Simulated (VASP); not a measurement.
Set up this calculation in VASP 6.6.1, as the native input.

| Quantity | Value |
| --- | --- |
| Task | single point |
| Functional | PBEsol |
| Potentials or basis | VASP PAW PBE potentials, release 64 (Co, C) |
| Cutoff | 520 eV |
| k mesh | 12 × 12 × 1 |
| Occupations | gaussian, width 0.1 eV |
| Spin | collinear spin, ferromagnetic start |
| Starting moments | [1.94, 1.89, 1.88, 1.92, 2.0] μB |
| Dipole correction | yes |
| Further INCAR settings | ALGO = Normal; EDIFF = 1e-06; NBANDS = 32 |

The structure of Co4C lies in POSCAR:

```
Co4C
1.0
    2.4564222732      0.0000000000      0.0000000000
   -1.2282111366      2.1273240910      0.0000000000
    0.0000000000      0.0000000000     24.9541203316
Co C
4 1
Direct
    0.6666666667      0.3333333333      0.3406251107
    0.3333333333      0.6666666667      0.4201593419
    0.6666666667      0.3333333333      0.4992249583
    0.3333333333      0.6666666667      0.5850433724
    0.0000000000      0.0000000000      0.6280213822
```

The input as run:

INCAR

```
PREC = Accurate
ENCUT = 520
EDIFF = 1E-6
ISMEAR = 0
SIGMA = 0.1
LREAL = F
LASPH = T
NELM = 150
ALGO = Normal
ISIF = 2
LWAVE = F
LCHARG = F
ISPIN = 2
MAGMOM = 1.94 1.89 1.88 1.92 2
LORBIT = 11
LMAXMIX = 4
LDIPOL = T
IDIPOL = 3
DIPOL = 0.5 0.5 0.495
GGA = PS
NBANDS = 32
```

KPOINTS

```
regular mesh
0
Gamma
  12 12 1
```

Potentials or basis: VASP PAW PBE potentials, release 64 (Co, C).

Launch:

```console
$ cat potpaw_PBE.64/Co/POTCAR potpaw_PBE.64/C/POTCAR > POTCAR
$ mpirun -np 1 vasp_std > vasp.out
```

It gave:

The largest force is 0.282 eV/Å. The net moment is 5.52 μB per cell. The site moments are Co +1.70, +1.64, +1.67, +0.35; C +0.10 μB. The valence electrons inside the program's atomic spheres are Co 8.18, 8.36, 8.30, 9.09; C 2.31.

Caveat: the PAW data sets were made with another functional, which shifts forces and pressure a little.

Run time: 11 min on 1 thread of Intel Xeon 6975P-C, on a shared host, peak memory 0.35 GiB.
